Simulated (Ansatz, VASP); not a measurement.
Rh in VASP and in Ansatz

```
Rh
1.0
     0.00000    1.90155    1.92057
     1.90155    0.00000    1.92057
     1.90155    1.90155    0.00000
Rh
1
Direct
  0.00000 0.00000 0.00000
```

Change from the starting cell: zz strain of +1 %.

Alike in both runs: task single point; functional PBEsol; k mesh 16 × 16 × 16; occupations fermi-dirac, width 0.08 eV; no spin polarisation.

```csv
,VASP,Ansatz
version,VASP 6.6.1,Ansatz 0.2.0
potentials or method,"VASP PAW PBE potentials, release 64 (Rh_pv), cutoff 520 eV","all-electron LAPW, scalar-relativistic"
```

Ansatz gave:

| Item | Value |
| --- | --- |
| pressure (GPa) | -7.5 |
| traceless stress, the component that is largest in VASP (GPa) | -1.58 |

Task: Which values does VASP return?

Result: Pressure (GPa): -7.6; traceless stress, the component that is largest in VASP (GPa): -1.57.

VASP's potentials were made for PBE, not for PBEsol. Ansatz ran all-electron here, and VASP with PAW potentials.
